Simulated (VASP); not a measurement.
# H4CO in VASP: a series of runs

The runs below take H4CO through single point, with PBE+D3(BJ).

Everything below comes from runs of VASP 6.6.1. Logs are shortened: lines on timing, memory, paths and dates and some standing lists are left out, and cuts for length are marked.

**1. The cell of the first run**

The cell holds an amorphous packing of atoms, 36 atoms: a = 8.463 Å, b = 8.330 Å, c = 8.675 Å, α = 90.00°, β = 90.00°, γ = 90.00°.

**2. Single point, PBE+D3(BJ)**

The input, INCAR:

```
SYSTEM = H4CO
PREC = Accurate
ENCUT = 520
EDIFF = 1E-6
ISMEAR = -1
SIGMA = 0.05
LREAL = Auto
LASPH = .True.
NELM = 100
ALGO = Normal
ISIF = 2
LWAVE = .False.
LCHARG = .True.
GGA = PE
IVDW = 12
LELF = .True.
LVHAR = .True.
NBANDS = 66
```

The input, KPOINTS:

```
Automatic mesh
0
Gamma
  1 1 1
  0 0 0
```

The input, POSCAR:

```
H4CO
1.0
    8.4632990000      0.0000000000      0.0000000000
    0.0000000000      8.3299160000      0.0000000000
    0.0000000000      0.0000000000      8.6745760000
C O H
6 6 24
Direct
    0.0524618119      0.2012385239      0.6064158064
    0.3183864826      0.6604148229      0.8514191356
    0.8769157275      0.6487100230      0.2833798447
    0.6602035447      0.5941356431      0.6044214726
    0.5753784665      0.1709621081      0.0460656521
    0.5274657081      1.0325434254      0.4711584751
   -0.0479009426      0.3474945005      0.5873601200
    0.4327390536      0.6707270517      0.9705488775
    0.9198186192      0.7032603930      0.1300005902
    0.7027874119      0.5733791313      0.7789429708
    0.4179812151      0.1215138304      0.1160517817
    0.6601444661      1.1230125250      0.5384931782
    0.0558292930      0.1092928188      0.5107569523
    0.0233124223      0.4129093259      0.5132469875
    0.1736675025      0.2119829300      0.5990379242
   -0.0030248252      0.1554397427      0.7022821634
    0.3816242342      0.6557088931      0.7506072919
    0.4861106762      0.5624666563      0.9811430553
    0.2476811938      0.5495973789      0.8537131959
    0.2327461195      0.7563701723      0.8649414104
    0.8123191677      0.5462960251      0.2581221261
    0.8758877596      0.7939575861      0.0754273177
    0.9885861294      0.5907982746      0.3411348290
    0.8089989495      0.7454937121      0.3282811748
    0.5628774311      0.5019018199      0.5729732496
    0.6701169367      0.6687462395      0.8359255830
    0.6579112944      0.7294551350      0.5726274114
    0.7663678195      0.5863684580      0.5231840726
    0.6412865716      0.0620774567      0.0156664718
    0.3749837977      0.0737942616      0.0206119584
    0.5339998032      0.2307226147     -0.0572246989
    0.6578758472      0.2575776274      0.1046275922
    0.4123214836      1.0964456304      0.4986987260
    0.6321766488      1.2169270374      0.4646913002
    0.5493838750      1.0222672113      0.3466221289
    0.5205062470      0.9223742472      0.5120826655
```

Potentials or basis: VASP PAW PBE potentials, release 64 (C, O, H).

Command:

```sh
$ cat potpaw_PBE.64/C/POTCAR potpaw_PBE.64/O/POTCAR potpaw_PBE.64/H/POTCAR > POTCAR
$ mpirun -np 1 vasp_gam > vasp.out
```

OUTCAR:

```text
SYSTEM = H4CO
   PREC = Accurate
   ENCUT = 520
   EDIFF = 1E-6
   ISMEAR = -1
   LREAL = Auto
   LASPH = .True.
   NELM = 100
   ISIF = 2
   GGA = PE
   IVDW = 12
 IVDW          = 12

 ion  position               nearest neighbor table
   1  0.052  0.201  0.606-  16 1.03  15 1.03  13 1.13   7 1.49
   2  0.318  0.660  0.851-  17 1.03  20 1.09  19 1.10   8 1.42
   3  0.877  0.649  0.283-  21 1.04  24 1.06  23 1.17   9 1.45
   4  0.660  0.594  0.604-  28 1.14  25 1.16  27 1.16  10 1.57
   5  0.575  0.171  0.046-  31 1.08  29 1.10  32 1.13  11 1.52
   6  0.527  0.033  0.471-  36 0.99  35 1.10  33 1.14  12 1.47
   7  0.952  0.347  0.587-  14 1.04   1 1.49
   8  0.433  0.671  0.971-  18 1.01   2 1.42
   9  0.920  0.703  0.130-  22 0.97   3 1.45
  10  0.703  0.573  0.779-  26 0.98   4 1.57
  11  0.418  0.122  0.116-  30 0.99   5 1.52
  12  0.660  0.123  0.538-  34 1.04   6 1.47
  13  0.056  0.109  0.511-   1 1.13
  14  0.023  0.413  0.513-   7 1.04
  15  0.174  0.212  0.599-   1 1.03
  16  0.997  0.155  0.702-   1 1.03
  17  0.382  0.656  0.751-   2 1.03
[... 17 lines left out ...]
  35  0.549  0.022  0.347-   6 1.10
  36  0.521  0.922  0.512-   6 0.99

  LATTYP: Found a simple orthorhombic cell.
 ALAT       =     8.3299160000
 B/A-ratio  =     1.0160125264
 C/A-ratio  =     1.0413761675

  Lattice vectors:

 A1 = (   0.0000000000,  -8.3299160000,   0.0000000000)
 A2 = (   8.4632990000,   0.0000000000,   0.0000000000)
 A3 = (   0.0000000000,   0.0000000000,   8.6745760000)

Analysis of symmetry for initial positions (statically):
=====================================================================
 Subroutine PRICEL returns:
 Original cell was already a primitive cell.

 Routine SETGRP: Setting up the symmetry group for a
 simple orthorhombic supercell.

 Subroutine GETGRP returns: Found  1 space group operations
 (whereof  1 operations were pure point group operations)
 out of a pool of  8 trial point group operations.

The static configuration has the point symmetry C_1 .

Analysis of symmetry for dynamics (positions and initial velocities):
=====================================================================
 Subroutine PRICEL returns:
 Original cell was already a primitive cell.

 Routine SETGRP: Setting up the symmetry group for a
 simple orthorhombic supercell.

 Subroutine GETGRP returns: Found  1 space group operations
 (whereof  1 operations were pure point group operations)
 out of a pool of  8 trial point group operations.

The dynamic configuration has the point symmetry C_1 .
[... 148 lines left out ...]
   NFREE  =      0    steps in history (QN), initial steepest desc. (CG)
   ISIF   =      2    stress and relaxation
   ISYM   =      2    0-nonsym 1-usesym 2-fastsym
   POTIM  = 0.5000    time-step for ionic-motion
   TEBEG  =    0.0;   TEEND  =   0.0 temperature during run
   PSTRESS=    0.0 pullay stress
   NELECT =      84.0000    total number of electrons
   NUPDOWN=      -1.0000    fix difference up-down
   EMIN   =  10.00;   EMAX   =-10.00  energy-range for DOS
   EFERMI =   0.00;   METHOD = LEGACY
   ISMEAR =    -1;   SIGMA  =   0.05  broadening in eV -4-tet -1-fermi 0-gaus
   EFERMI_NEDOS =   21; number of points for ismear=-14 and -15
   IALGO  =     38    algorithm
   IMIX   =      4    mixing-type and parameters
     AMIX     =   0.40;   BMIX     =  1.00
     AMIX_MAG =   1.60;   BMIX_MAG =  1.00
  volume/ion in A,a.u.               =      16.99       114.64
  Fermi-wavevector in a.u.,A,eV,Ry     =   0.844679  1.596212  9.707522  0.713483
  Thomas-Fermi vector in A             =   1.959746
   LORBIT       =      0    0 simple, 1 ext, 2 COOP (PROOUT), +10 PAW based schemes
   GGA     = PE    functional components
   LHFCALC =     F    Hartree Fock is set to
   AEXX    =    0.0000 exact exchange contribution
   IVDW    =    12    specifies the selected vdW correction
   LEPSILON=     F    determine dielectric tensor
   LRPA    =     F    only Hartree local field effects (RPA)
 non-spin polarized calculation
  energy-cutoff  :      520.00
  volume of cell :      611.55
 maximum number of plane-waves:      8243
 NGX is ok and might be reduce to    64
   NGX = 31   NGY = 31   NGZ = 33

 number of electron      83.9999996 magnetization

 Free energy of the ion-electron system (eV)
  ---------------------------------------------------
  ext. energy  EPLUGINS =         0.00000000
  ---------------------------------------------------
  free energy    TOTEN  =      -177.71563548 eV

  energy without entropy =     -177.71563548  energy(sigma->0) =     -177.71563548

 E-fermi :  -2.7745     XC(G=0):  -4.9654

 val. band max:       -4.0525457591   @ k =   0.0000   0.0000   0.0000
 cond. band min:       0.0344106754   @ k =   0.0000   0.0000   0.0000
 fundamental gap:      4.0869564345
 Fermi energy:        -2.7744751996

 k-point     1 :       0.0000    0.0000    0.0000
  band No.  band energies     occupation
      1     -23.4095      2.00000
      2     -23.1384      2.00000
      3     -23.1327      2.00000
      4     -23.0595      2.00000
      5     -22.8046      2.00000
      6     -22.4210      2.00000
[... 46 lines left out ...]
     53       2.8929      0.00000
     54       3.0725      0.00000
 [bands above 54 left out]

------------------------ aborting loop because EDIFF is reached ----------------------------------------

 Edisp (eV)   -0.80402

 E8    (eV) :    -0.1724

  FORCE on cell =-STRESS in cart. coord.  units (eV):
  Direction    XX          YY          ZZ          XY          YZ          ZX
  --------------------------------------------------------------------------------------
  -------------------------------------------------------------------------------------
  Total      -4.25806    -0.53346    -2.92766     2.83051     0.73793    -1.48973
  in kB     -11.15561    -1.39760    -7.67014     7.41561     1.93329    -3.90291
  external pressure =       -6.74 kB  Pullay stress =        0.00 kB

 VOLUME and BASIS-vectors are now :
 -----------------------------------------------------------------------------
  energy-cutoff  :      520.00
  volume of cell :      611.55
      direct lattice vectors                 reciprocal lattice vectors
     8.463299000  0.000000000  0.000000000     0.118157234  0.000000000  0.000000000
     0.000000000  8.329916000  0.000000000     0.000000000  0.120049230  0.000000000
     0.000000000  0.000000000  8.674576000     0.000000000  0.000000000  0.115279410

 POSITION                                       TOTAL-FORCE (eV/Angst)
 -----------------------------------------------------------------------------------
      0.44400      1.67630      5.26040        -2.339600      0.181362     -2.617920
      2.69460      5.50120      7.38570        -1.127046     -0.963175      1.730713
      7.42160      5.40370      2.45820         2.250783      0.541850     -1.873752
      5.58750      4.94910      5.24310         1.405029      1.058155      0.774723
      4.86960      1.42410      0.39960        -0.929074     -0.027839     -0.121993
      4.46410      0.27108      4.08710        -0.091359      4.120799     -1.256260
[... 28 lines left out ...]
      4.64960      0.18548      3.00680        -0.517584      0.112543     -0.070730
      4.40520      7.68330      4.44210        -0.098926     -4.455838      2.124161
 -----------------------------------------------------------------------------------
    total drift:                                0.004162      0.003454     -0.001331

  FREE ENERGIE OF THE ION-ELECTRON SYSTEM (eV)
  ---------------------------------------------------
  free  energy   TOTEN  =      -178.5196512737 eV

  energy  without entropy=     -178.5196512737  energy(sigma->0) =     -178.51965127
```

stdout:

```text
POSCAR found type information on POSCAR C O H
 POSCAR found :  3 types and      36 ions
 scaLAPACK will be used
 LDA part: xc-table for (Slater+PW92), standard interpolation
 POSCAR, INCAR and KPOINTS ok, starting setup
 FFT: planning ... GRIDC
 FFT: planning ... GRID_SOFT
 FFT: planning ... GRID
 WAVECAR not read
 entering main loop
```

It took 84 s on 1 thread of Intel Xeon Platinum 8488C (Sapphire Rapids), shared host; peak memory 0.57 GiB.

What came out:

* Free energy: -178.5197 eV
* Pressure: -0.7 GPa
* Largest force: 4.937 eV/Å
* Band gap on the k mesh: 4.09 eV
* Dispersion energy per atom: -0.022 eV

Forces in eV/Å, atoms in the order of the input:
```
C   -2.340  0.181 -2.618
C   -1.127 -0.963  1.731
C    2.251  0.542 -1.874
C    1.405  1.058  0.775
C   -0.929 -0.028 -0.122
C   -0.091  4.121 -1.256
O    3.254  0.230 -2.341
O    0.982 -1.282  1.290
O    1.827 -0.973 -0.720
O   -0.202 -0.161 -2.729
O    1.603  0.343 -0.659
O   -1.828  1.571 -2.273
H   -1.538  0.393  0.006
H   -1.734 -0.779  1.393
H    2.706  1.445  1.270
H   -0.234 -1.522  2.226
H    0.884  0.478 -2.859
H   -0.770  1.502 -0.278
H   -0.075 -0.193  0.339
H    0.065  0.531 -0.177
H   -1.896 -1.822  0.130
H   -0.632  0.236  1.036
H   -1.234  1.742 -0.371
H   -0.257  0.393  1.577
H    1.072  1.651  0.302
H   -0.250  0.101 -0.422
H   -1.612 -1.323  0.909
H   -0.520 -1.450  1.394
H    0.126 -0.009  0.013
H   -0.254  0.055  0.908
H    0.587  0.309 -0.718
H   -1.107 -0.627  0.488
H    0.692 -0.460 -0.488
H    1.793 -0.947  2.067
H   -0.518  0.113 -0.071
H   -0.099 -4.456  2.124
```

Caveat: the k points lie up to 0.75 Å⁻¹ apart.

[end of part 1 of 2]
